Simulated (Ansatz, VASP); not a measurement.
SrCl in VASP and in Ansatz

Contents of POSCAR:

```
SrCl
1.0
    0.0000000000      2.7759049313      2.7759049313
    2.7759049313      0.0000000000      2.7759049313
    2.7759049313      2.7759049313      0.0000000000
Sr Cl
1 1
Direct
    0.5000000000      0.5000000000      0.5000000000
    0.0000000000      0.0000000000      0.0000000000
```

The input INCAR.step1:

```
SYSTEM = SrCl
PREC = Accurate
ENCUT = 600
ISMEAR = 0
SIGMA = 0.1
LREAL = .False.
LASPH = .True.
NELM = 100
GGA = PE
ALGO = Normal
EDIFF = 1E-4
LWAVE = .True.
LCHARG = .False.
```

The input INCAR.step2:

```
SYSTEM = SrCl
PREC = Accurate
ENCUT = 600
EDIFF = 1E-6
ISMEAR = 0
SIGMA = 0.1
LREAL = .False.
LASPH = .True.
NELM = 100
ALGO = Normal
ISIF = 3
LWAVE = .False.
LCHARG = .False.
METAGGA = R2SCAN
LMIXTAU = .True.
IBRION = 2
NSW = 80
EDIFFG = -0.05
ISTART = 1
```

KPOINTS

```
regular mesh
0
Gamma
  6 6 6
  0 0 0
```

Input for Ansatz:

```yaml
crystal:
  lattice:
    - [0.0, 2.7759049313, 2.7759049313]
    - [2.7759049313, 0.0, 2.7759049313]
    - [2.7759049313, 2.7759049313, 0.0]
  atoms:
    - { symbol: Sr, position: [0.5, 0.5, 0.5] }
    - { symbol: Cl, position: [0.0, 0.0, 0.0] }
basis:
  ecutwfc: 500
kpoints:
  mp_grid: { grid: [6, 6, 6] }
hamiltonian:
  xc: r2scan
scf:
  occupations: { method: gaussian, width: 0.1 }
output:
  forces: true
  stress: true
  eigenvalues: true
relax:
  adjacent_minimum: "off"
  f_tol: 0.05
  max_steps: 60
  cell: { stress_tol: 0.5 }
```

Alike in both runs: task relaxation of cell and atoms; functional r2SCAN; k mesh 6 × 6 × 6; occupations gaussian, width 0.1 eV; no spin polarisation.

```csv
,VASP,Ansatz
version,VASP 6.6.1,Ansatz 0.2.0
potentials or method,"VASP PAW PBE potentials, release 64 (Sr_sv, Cl), cutoff 600 eV","scalar-relativistic, plane waves, PAW"
valence electrons in the cell,17,17
```

|  | VASP | Ansatz | Ansatz less VASP |
| --- | --- | --- | --- |
| gap on the k mesh at the Fermi level, each at its own relaxed structure (eV) | none | none | - |
| relaxed volume (Å³/atom) | 27.03 | 27.12 | +0.091 |
| relaxed length of the cell vector where the two differ most in proportion (Å) | 4.244 | 4.249 | +0.0048 |

VASP's potentials were made for PBE, not for r2SCAN. A gap of «none» marks a metal or a gap that the smearing closes.

Noted on VASP's run: the volume moved by over 15 % at a fixed basis, so the end points are rough.
